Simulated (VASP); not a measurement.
A run of VASP 6.6.1:

INCAR

```
PREC     = Accurate       # precision mode
ENCUT    = 750            # plane-wave cutoff, eV
EDIFF    = 1E-6           # SCF threshold, eV
ISMEAR   = 0              # smearing method
SIGMA    = 0.1            # smearing width, eV
LREAL    = False          # projectors in reciprocal space
LASPH    = True           # aspherical terms in the spheres
NELM     = 120            # most SCF steps
ALGO     = Normal         # electronic algorithm
ISIF     = 2              # what is computed and relaxed
LWAVE    = False          # write WAVECAR
LCHARG   = False          # write CHGCAR
GGA      = CA             # functional
NBANDS   = 10             # bands
GGA_COMPAT= False
```

Contents of KPOINTS:

```
Automatic mesh
0
Gamma
  11 11 11
```

Contents of POSCAR:

```
LiBe
1.0
    2.8111530000      0.0000000000      0.0000000000
    0.0000000000      2.8111530000      0.0000000000
    0.0000000000      0.0000000000      2.8111530000
Be Li
1 1
Direct
    0.4836680000      0.5098710000      0.5270150000
   -0.0008890000      0.0016800000     -0.0249960000
```

Potentials or basis: VASP PAW LDA potentials, release 64 (Be, Li_sv).

Command:

```console
$ cat potpaw_LDA.64/Be/POTCAR potpaw_LDA.64/Li_sv/POTCAR > POTCAR
$ mpirun -np 1 vasp_std > vasp.out
```

Hardware: 1 thread of Intel(R) Xeon(R) 6975P-C (Granite Rapids), with other jobs on the host.

Q: How long does it take, and how much memory?

A: It took 66 s on 1 thread of Intel(R) Xeon(R) 6975P-C (Granite Rapids), on a shared host, peak memory 0.32 GiB. Counts: scf iterations 9, k points 666.
